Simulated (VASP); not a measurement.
Write the native input for VASP 6.6.1 that does the following.

```yaml
Task: single point
Functional: PBE
Potentials_or_basis: VASP PAW PBE potentials, release 64 (Nb_sv, P)
Cutoff: 520 eV
k_mesh: 9 × 9 × 9
Occupations: gaussian, width 0.05 eV
Spin: no spin polarisation
Dipole_correction: no
Further_INCAR_settings: ALGO = Normal; EDIFF = 1e-06; NBANDS = 26
```

The structure of NbP lies in POSCAR:

```
NbP
1.0
   -1.6749232544      1.6749232544      5.7401081759
    1.6749232544     -1.6749232544      5.7401081759
    1.6749232544      1.6749232544     -5.7401081759
Nb P
2 2
Direct
    0.4999200720      0.4999200720      0.0000000000
    0.2499200720      0.7499200720      0.5000000000
    0.0827084980      0.0827084980      0.0000000000
    0.8327084980      0.3327084980      0.5000000000
```

One way to write it, as run:

INCAR

```
SYSTEM = NbP
PREC = Accurate ; ENCUT = 520
EDIFF = 1E-6 ; ISMEAR = 0
SIGMA = 0.05 ; LREAL = .FALSE.
LASPH = .TRUE. ; NELM = 80
ALGO = Normal ; ISIF = 2
LWAVE = .FALSE. ; LCHARG = .TRUE.
GGA = PE ; LELF = .TRUE.
LVHAR = .TRUE. ; NBANDS = 26
```

KPOINTS

```
regular mesh
0
G
  9 9 9
  0 0 0
```

Potentials or basis: VASP PAW PBE potentials, release 64 (Nb_sv, P).

The run is started by

```sh
$ cat potpaw_PBE.64/Nb_sv/POTCAR potpaw_PBE.64/P/POTCAR > POTCAR
$ mpirun -np 1 vasp_std > vasp.out
```

It gave:

| Quantity | Value |
| --- | --- |
| Pressure | -1.4 GPa |
| Band gap on the k mesh | zero (band 18 reaches 10.64 eV, above the bottom of band 19 at 10.58 eV) |

Wall time 4.4 min on 1 thread of Intel(R) Xeon(R) Platinum 8375C CPU @ 2.90GHz (Ice Lake), on a shared host, peak memory 0.37 GiB.
